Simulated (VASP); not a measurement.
# Be12Al in VASP: further runs, part 2 of 2

VASP 6.6.1.

## Step 3: Single point, PBEsol

INCAR reads:

```
ALGO = Normal ; EDIFF = 1E-6
ENCUT = 520 ; GGA = PS
ISIF = 2 ; ISMEAR = 0
LASPH = True ; LCHARG = False
LREAL = False ; LWAVE = False
NBANDS = 26 ; NELM = 60
PREC = Accurate ; SIGMA = 0.05
```

KPOINTS reads:

```
k-points
0
Gamma
  4 4 1
```

POSCAR reads:

```
Be12Al
1.0
    4.5800000000      0.0000000000      0.0000000000
    2.2900000000      3.9663960000      0.0000000000
    0.0000000000      0.0000000000     14.5884300000
Be Al
12 1
Direct
    0.0000000000      0.0000000000      0.0685474722
    0.5000000000      0.0000000000      0.0685474722
    0.0000000000      0.5000000000      0.0685474722
    0.5000000000      0.5000000000      0.0685474722
   -0.1612103722      0.3321181244      0.1902161507
    0.3302128149      0.3316839771      0.1902817507
   -0.1671996262      0.8332158463      0.1922059468
    0.3322768443      0.8356873595      0.1892539499
   -0.0004331058      0.0006408841      0.3145912891
    0.4999363566     -0.0002347219      0.3164517361
    0.0001612311      0.5016478435      0.3175452739
    0.5037794568      0.4958982915      0.3058285230
    0.3711426772      0.6764412832      0.4599454499
```

Potentials or basis: VASP PAW PBE potentials, release 64 (Be, Al).

The run is started by

```sh
cat potpaw_PBE.64/Be/POTCAR potpaw_PBE.64/Al/POTCAR > POTCAR
mpirun -np 1 vasp_std > vasp.out
```

OUTCAR:

```text
EDIFF = 1E-6
   ENCUT = 520
   GGA = PS
   ISIF = 2
   ISMEAR = 0
   LASPH = True
   LREAL = False
   NELM = 60
   PREC = Accurate

 ion  position               nearest neighbor table
   1  0.000  0.000  0.069-   8 2.20   5 2.21   7 2.24   3 2.29   3 2.29   4 2.29   4 2.29   2 2.29
                             2 2.29
   2  0.500  0.000  0.069-   8 2.20   6 2.21   7 2.24   4 2.29   3 2.29   4 2.29   3 2.29   1 2.29
                             1 2.29
[... 514 lines left out ...]
  energy-cutoff  :      520.00
  volume of cell :      265.01
      direct lattice vectors                 reciprocal lattice vectors
     4.580000000  0.000000000  0.000000000     0.218340611 -0.126059022  0.000000000
     2.290000000  3.966396000  0.000000000     0.000000000  0.252118044  0.000000000
     0.000000000  0.000000000 14.588430000     0.000000000  0.000000000  0.068547472

 POSITION                                       TOTAL-FORCE (eV/Angst)
 -----------------------------------------------------------------------------------
      0.00000      0.00000      1.00000        -0.087476      0.045715      0.001117
      2.29000      0.00000      1.00000         0.086821      0.026029     -0.004018
      1.14500      1.98320      1.00000        -0.012742      0.022389      0.034349
      3.43500      1.98320      1.00000         0.021430     -0.097411     -0.075977
      4.60221      1.31731      2.77495         0.000723     -0.003980     -0.014487
      2.27193      1.31559      2.77591         0.000396     -0.004660     -0.011824
      5.72229      3.30486      2.80398         0.000474     -0.007218      0.001863
      3.43555      3.31467      2.76092         0.001396      0.000090      0.000058
      4.57948      0.00254      4.58939         0.013811      0.002094      0.005892
      4.57917      3.96546      4.61653        -0.014936     -0.000213      0.012765
      1.14951      1.98973      4.63249         0.004169      0.017456      0.031387
      3.44292      1.96693      4.46156         0.002564     -0.029288     -0.006642
      3.24888      2.68303      6.70988        -0.016630      0.028996      0.025517
 -----------------------------------------------------------------------------------
    total drift:                                0.000004      0.000001      0.000081

  FREE ENERGIE OF THE ION-ELECTRON SYSTEM (eV)
  ---------------------------------------------------
  free  energy   TOTEN  =       -47.0262458055 eV

  energy  without entropy=      -47.0165181700  energy(sigma->0) =      -47.02138199
```

stdout:

```text
POSCAR found type information on POSCAR BeAl
 POSCAR found :  2 types and      13 ions
 scaLAPACK will be used
 -----------------------------------------------------------------------------
|                                                                             |
|                                                                             |
|     You enforced a specific xc type in the INCAR file but a different       |
|     I HOPE YOU KNOW WHAT YOU ARE DOING!                                     |
|                                                                             |
 -----------------------------------------------------------------------------

 LDA part: xc-table for (Slater+PW92), standard interpolation
 POSCAR, INCAR and KPOINTS ok, starting setup
 FFT: planning ... GRIDC
 FFT: planning ... GRID_SOFT
 FFT: planning ... GRID
 WAVECAR not read
 entering main loop
```

Wall time 80 s (1 thread of Intel Xeon 6975P-C, shared host); peak memory 0.38 GiB.

Results:

```yaml
Free_energy: -47.0262 eV
Largest_force: 0.125 eV/Å
```

Forces on the atoms (eV/Å):
```
Be  -0.087  0.046  0.001
Be   0.087  0.026 -0.004
Be  -0.013  0.022  0.034
Be   0.021 -0.097 -0.076
Be   0.001 -0.004 -0.014
Be   0.000 -0.005 -0.012
Be   0.000 -0.007  0.002
Be   0.001  0.000  0.000
Be   0.014  0.002  0.006
Be  -0.015  0.000  0.013
Be   0.004  0.017  0.031
Be   0.003 -0.029 -0.007
Al  -0.017  0.029  0.026
```

Caveat: the k points lie up to 0.40 Å⁻¹ apart; the PAW data sets were made with another functional, which shifts forces and pressure a little.
